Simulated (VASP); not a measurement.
# ZrSi2 in VASP: single point with PBEsol

Aim: the single point of ZrSi2 with PBEsol.

Everything below comes from runs of VASP 6.6.1. Logs are shortened: lines on timing, memory, paths and dates and some standing lists are left out, and cuts for length are marked.

**1. The cell of the first run**

The cell holds a slab with vacuum, 24 atoms: a = 3.657 Å, b = 7.511 Å, c = 28.553 Å, α = 90.00°, β = 90.00°, γ = 90.00°.

**2. Single point, PBEsol**

The input, INCAR:

```
SYSTEM = ZrSi2
PREC = Accurate ; ENCUT = 520
EDIFF = 1E-6 ; ISMEAR = -4
SIGMA = 0.1 ; LREAL = Auto
LASPH = .True. ; NELM = 80
ALGO = Fast ; ISIF = 2
LWAVE = .False. ; LCHARG = .True.
LDIPOL = .True. ; IDIPOL = 3
DIPOL = 0.5 0.5 0.498 ; GGA = PS
LELF = .True. ; LVHAR = .True.
LVACPOTAV = .True. ; NBANDS = 98
```

The input, KPOINTS:

```
regular mesh
0
Gamma
  10 5 1
  0 0 0
```

The input, POSCAR:

```
ZrSi2
1.0
    3.6567655750      0.0000000000      0.0000000000
    0.0000000000      7.5110806109      0.0000000000
    0.0000000000      0.0000000000     28.5530348299
Si Zr
16 8
Direct
    0.2500000000      0.8387151255      0.2626691014
    0.7500000000      0.0416371108      0.2761342744
    0.2500000000      0.4098283306      0.3005661193
    0.7500000000      0.3508761420      0.3630106670
    0.2500000000      0.7190673618      0.3874425119
    0.7500000000      0.9219893471      0.4009076849
    0.2500000000      0.2901805669      0.4253395298
    0.7500000000      0.2312283783      0.4877840775
    0.2500000000      0.5994195981      0.5122159225
    0.7500000000      0.8023415834      0.5256810955
    0.2500000000      0.1705328032      0.5501129404
    0.7500000000      0.1115806146      0.6125574881
    0.2500000000      0.4797718344      0.6369893330
    0.7500000000      0.6826938197      0.6504545060
    0.2500000000      0.0508850395      0.6748863509
    0.7500000000      0.9919328509      0.7373308986
    0.7500000000      0.6834466441      0.3187224463
    0.2500000000      0.0772578285      0.3448543399
    0.7500000000      0.5637988804      0.4434958569
    0.2500000000      0.9576100648      0.4696277505
    0.7500000000      0.4441511167      0.5682692674
    0.2500000000      0.8379623011      0.5944011610
    0.7500000000      0.3245033530      0.6930426780
    0.2500000000      0.7183145374      0.7191745716
```

Potentials or basis: VASP PAW PBE potentials, release 64 (Si, Zr_sv).

The run is started by

```sh
> cat potpaw_PBE.64/Si/POTCAR potpaw_PBE.64/Zr_sv/POTCAR > POTCAR
> mpirun -np 1 vasp_std > vasp.out
```

OUTCAR:

```text
SYSTEM = ZrSi2
   PREC = Accurate
   ENCUT = 520
   EDIFF = 1E-6
   ISMEAR = -4
   LREAL = Auto
   LASPH = .True.
   NELM = 80
   ISIF = 2
   GGA = PS

 ion  position               nearest neighbor table
   1  0.250  0.839  0.263-   2 2.41   2 2.41  17 2.70  17 2.70  18 2.95
   2  0.750  0.042  0.276-   1 2.41   1 2.41  18 2.70  18 2.70  17 2.95
   3  0.250  0.410  0.301-   4 2.59   4 2.59  17 2.80  17 2.80  18 2.80
   4  0.750  0.351  0.363-   7 2.59   7 2.59   3 2.59   3 2.59  18 2.80  18 2.80  19 2.80  17 2.80

   5  0.250  0.719  0.387-   6 2.41   6 2.41  19 2.70  19 2.70  17 2.70  17 2.70  20 2.95  18 2.95
[... 19 lines left out ...]
  15  0.250  0.051  0.675-  12 2.59  12 2.59  16 2.59  16 2.59  23 2.80  23 2.80  22 2.80  24 2.80

  16  0.750  0.992  0.737-  15 2.59  15 2.59  24 2.80  24 2.80  23 2.80
  17  0.750  0.683  0.319-   1 2.70   1 2.70   5 2.70   5 2.70   3 2.80   3 2.80   4 2.80   2 2.95
                             6 2.95  18 3.56  18 3.56  19 3.67
  18  0.250  0.077  0.345-   2 2.70   2 2.70   6 2.70   6 2.70   4 2.80   4 2.80   3 2.80   7 2.80
                             1 2.95   5 2.95  17 3.56  17 3.56  20 3.67
  19  0.750  0.564  0.443-   5 2.70   5 2.70   9 2.70   9 2.70   7 2.80   7 2.80   8 2.80   4 2.80
                            10 2.95   6 2.95  20 3.56  20 3.56  21 3.67  17 3.67
  20  0.250  0.958  0.470-  10 2.70  10 2.70   6 2.70   6 2.70   8 2.80   8 2.80  11 2.80   7 2.80
                             5 2.95   9 2.95  19 3.56  19 3.56  22 3.67  18 3.67
  21  0.750  0.444  0.568-   9 2.70   9 2.70  13 2.70  13 2.70  11 2.80  11 2.80   8 2.80  12 2.80
                            10 2.95  14 2.95  22 3.56  22 3.56  19 3.67  23 3.67
  22  0.250  0.838  0.594-  10 2.70  10 2.70  14 2.70  14 2.70  12 2.80  12 2.80  11 2.80  15 2.80
                             9 2.95  13 2.95  21 3.56  21 3.56  20 3.67  24 3.67
  23  0.750  0.325  0.693-  13 2.70  13 2.70  15 2.80  15 2.80  16 2.80  12 2.80  14 2.95  24 3.56
                            24 3.56  21 3.67
  24  0.250  0.718  0.719-  14 2.70  14 2.70  16 2.80  16 2.80  15 2.80  13 2.95  23 3.56  23 3.56
                            22 3.67

  LATTYP: Found a simple orthorhombic cell.
 ALAT       =     3.6567655750
 B/A-ratio  =     2.0540230039
 C/A-ratio  =     7.8082759871

  Lattice vectors:

 A1 = (   3.6567655750,   0.0000000000,   0.0000000000)
 A2 = (   0.0000000000,   7.5110806109,   0.0000000000)
 A3 = (   0.0000000000,   0.0000000000,  28.5530348299)

Analysis of symmetry for initial positions (statically):
=====================================================================
 Subroutine PRICEL returns:
 Original cell was already a primitive cell.

 Routine SETGRP: Setting up the symmetry group for a
 simple orthorhombic supercell.

 Subroutine GETGRP returns: Found  2 space group operations
[... 175 lines left out ...]
   IALGO  =     68    algorithm
   IMIX   =      4    mixing-type and parameters
     AMIX     =   0.40;   BMIX     =  1.00
     AMIX_MAG =   1.60;   BMIX_MAG =  1.00
  volume/ion in A,a.u.               =      32.68       220.51
  Fermi-wavevector in a.u.,A,eV,Ry     =   0.963750  1.821223 12.637273  0.928813
  Thomas-Fermi vector in A             =   2.093322
   LORBIT       =      0    0 simple, 1 ext, 2 COOP (PROOUT), +10 PAW based schemes
   GGA     = PS    functional components
   LHFCALC =     F    Hartree Fock is set to
   AEXX    =    0.0000 exact exchange contribution
   IVDW    =     0    specifies the selected vdW correction
   LEPSILON=     F    determine dielectric tensor
   LRPA    =     F    only Hartree local field effects (RPA)
 non-spin polarized calculation
 RMM-DIIS sequential band-by-band and
 Fermi weights with tetrahedron method witout Bloechl corrections
  energy-cutoff  :      520.00
  volume of cell :      784.25
 maximum number of plane-waves:     21170
 NGX is ok and might be reduce to    28
   NGX = 13   NGY = 27   NGZ =107

 dipolmoment           0.000000      0.000000      0.707694 electrons x Angstroem

 number of electron     159.9999999 magnetization

 dipolmoment           0.000000      0.000000     -0.106481 electrons x Angstroem

 Free energy of the ion-electron system (eV)
  ---------------------------------------------------
  ext. energy  EPLUGINS =         0.00000000
  ---------------------------------------------------
  free energy    TOTEN  =      -175.15869409 eV

  energy without entropy =     -175.15869409  energy(sigma->0) =     -175.15869409

 E-fermi :   2.7199     XC(G=0):  -6.4740

 val. band max:        2.7287988909   @ k =   0.5000   0.0000   0.0000
 cond. band min:       2.6433354847   @ k =   0.2000   0.0000   0.0000
 fundamental gap:     -0.0854634062
 Fermi energy:         2.7198776446

 k-point     1 :       0.0000    0.0000    0.0000
  band No.  band energies     occupation
      1     -46.2532      2.00000
      2     -46.0199      2.00000
      3     -45.7218      2.00000
      4     -45.6689      2.00000
      5     -45.6486      2.00000
      6     -45.6302      2.00000
[... 1699 lines left out ...]
     91       5.2521      0.00000
     92       5.2678      0.00000
 [bands above 92 left out]

------------------------ aborting loop because EDIFF is reached ----------------------------------------

  FORCE on cell =-STRESS in cart. coord.  units (eV):
  Direction    XX          YY          ZZ          XY          YZ          ZX
  --------------------------------------------------------------------------------------
  -------------------------------------------------------------------------------------
  Total       -6.8098366     -5.8773612     -1.8150602      0.0000000     -0.1014271      0.0000000
  in kB      -13.9121885    -12.0071834     -3.7080860      0.0000000     -0.2072110      0.0000000
  external PRESSURE =      -9.8758193 kB  Pullay stress =       0.0000000 kB

 VOLUME and BASIS-vectors are now :
 -----------------------------------------------------------------------------
  energy-cutoff  :      520.00
  volume of cell :      784.25
      direct lattice vectors                 reciprocal lattice vectors
     3.656765575  0.000000000  0.000000000     0.273465712  0.000000000  0.000000000
     0.000000000  7.511080611  0.000000000     0.000000000  0.133136635  0.000000000
     0.000000000  0.000000000 28.553034830     0.000000000  0.000000000  0.035022547

 POSITION                                       TOTAL-FORCE (eV/Angst)
 -----------------------------------------------------------------------------------
      0.91419      6.29966      7.50000         0.000000      1.237713     -0.353564
      2.74257      0.31274      7.88447         0.000000     -0.374126     -0.853128
      0.91419      3.07825      8.58207         0.000000     -0.512212      0.749563
      2.74257      2.63546     10.36506         0.000000      0.207854     -0.588349
      0.91419      5.40097     11.06266         0.000000     -0.109789     -0.322413
      2.74257      6.92514     11.44713         0.000000     -0.038042     -0.223635
[... 16 lines left out ...]
      2.74257      2.43737     19.78847         0.000000     -0.213623     -0.368610
      0.91419      5.39532     20.53462         0.000000      0.251408     -0.748074
 -----------------------------------------------------------------------------------
    total drift:                               -0.000000     -0.006092     -0.008163

  FREE ENERGIE OF THE ION-ELECTRON SYSTEM (eV)
  ---------------------------------------------------
  free  energy   TOTEN  =      -175.1586940895 eV

  energy  without entropy=     -175.1586940895  energy(sigma->0) =     -175.15869409

 vacuum level on the upper side and lower side of the slab         7.017         7.719
```

OSZICAR:

```text
N       E                     dE             d eps       ncg     rms          rms(c)
DAV:   1     0.142455946347E+04    0.14246E+04   -0.72658E+04  3800   0.141E+03
DAV:   2    -0.395539810474E+02   -0.14641E+04   -0.14228E+04  4148   0.380E+02
DAV:   3    -0.166793700904E+03   -0.12724E+03   -0.12466E+03  4904   0.934E+01
[... 26 lines left out ...]
RMM:  30    -0.175158666912E+03   -0.40330E-04   -0.23168E-05  5105   0.959E-03    0.841E-04
RMM:  31    -0.175158683398E+03   -0.16486E-04   -0.15364E-05  4490   0.774E-03    0.698E-04
RMM:  32    -0.175158691082E+03   -0.76835E-05   -0.97613E-06  4200   0.647E-03    0.653E-04
RMM:  33    -0.175158693789E+03   -0.27075E-05   -0.64095E-06  3804   0.552E-03    0.783E-04
RMM:  34    -0.175158694089E+03   -0.30023E-06   -0.42747E-06  3585   0.494E-03
   1 F= -.17515869E+03 E0= -.17515869E+03  d E =0.000000E+00
```

stdout:

```text
POSCAR found type information on POSCAR SiZr
 POSCAR found :  2 types and      24 ions
 scaLAPACK will be used
 -----------------------------------------------------------------------------
[... 79 lines left out ...]
|     Tetrahedron method does not include variations of the Fermi             |
|     occupations, so forces and stress will be inaccurate. We suggest        |
|     using a different smearing scheme ISMEAR = 1 or 2 for metals in         |
|     relaxations.                                                            |
|                                                                             |
 -----------------------------------------------------------------------------
```

Run time: 1.5 h. Hardware: 1 thread of Oxide Virtual Turin-like, shared host; peak memory 1.2 GiB.

What came out:

```yaml
Free_energy: -175.1587 eV
Largest_force: 1.287 eV/Å
Band_gap_on_the_k_mesh: zero (bands 80 and 81 overlap by 0.26 eV)
```

Forces in eV/Å, atoms in the order of the input:
```
Si   0.000  1.238 -0.354
Si   0.000 -0.374 -0.853
Si   0.000 -0.512  0.750
Si   0.000  0.208 -0.588
Si   0.000 -0.110 -0.322
Si   0.000 -0.038 -0.224
Si   0.000  0.028  0.038
Si   0.000  0.036 -0.057
Si   0.000  0.051 -0.053
Si   0.000 -0.086  0.046
Si   0.000 -0.025  0.056
Si   0.000  0.168  0.175
Si   0.000 -0.081  0.489
Si   0.000  0.088  0.637
Si   0.000 -0.255  0.807
Si   0.000  0.222 -0.782
Zr   0.000 -0.259  0.712
Zr   0.000 -0.330  0.435
Zr   0.000  0.101  0.349
Zr   0.000  0.013 -0.043
Zr   0.000  0.023  0.122
Zr   0.000 -0.144 -0.222
Zr   0.000 -0.214 -0.369
Zr   0.000  0.251 -0.748
```

Caveat: the PAW data sets were made with another functional, which shifts forces and pressure a little; tetrahedron occupations give inexact forces and stress in metals.
